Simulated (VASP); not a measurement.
Crystal: ZrWS3.

```
CELL_PARAMETERS angstrom
4.79698 0.00000 0.00000
0.00000 4.79698 0.00000
0.00000 0.00000 4.79698
ATOMIC_POSITIONS crystal
Zr 0.50000 0.50000 0.50000
W 0.00000 0.00000 0.00000
S 0.50000 0.50000 0.00000
S 0.00000 0.50000 0.50000
S 0.50000 0.00000 0.50000
```

```yaml
Program: VASP 6.6.1
Task: relaxation of cell and atoms
Functional: PBE
Potentials_or_basis: VASP PAW PBE potentials, release 64 (Zr_sv, W_sv, S)
Cutoff: 600 eV
k_mesh: 4 × 4 × 4
Occupations: gaussian, width 0.1 eV
Spin: collinear spin, ferrimagnetic start
Starting_moments: "[0.05, 4.03, -0.11, -0.11, -0.11] μB"
```

At the start: pressure 6.3 GPa; volume 22.08 Å³/atom.

Question: How do energy, volume and symmetry change on relaxing?

Answer: Over 3 steps the energy falls by 31.8 meV/atom and the volume is 23.80 Å³/atom (+7.8 %); space group Pm-3m (No. 221, to 0.05 Å); moment 3.98 μB per cell.

Step by step:
```tsv
step	energy change (eV)	largest force (eV/Å)	pressure (GPa)	volume (Å³)
1	0.0000	0.0000	6.27	110.38
2	-0.0988	0.0000	-3.22	124.77
3	-0.1592	0.0000	0.00	119.00
```

Final structure:
```
CELL_PARAMETERS angstrom
4.91862 0.00000 0.00000
0.00000 4.91862 0.00000
0.00000 0.00000 4.91862
ATOMIC_POSITIONS crystal
Zr 0.50000 0.50000 0.50000
W 0.00000 0.00000 0.00000
S 0.50000 0.50000 0.00000
S 0.00000 0.50000 0.50000
S 0.50000 0.00000 0.50000
```
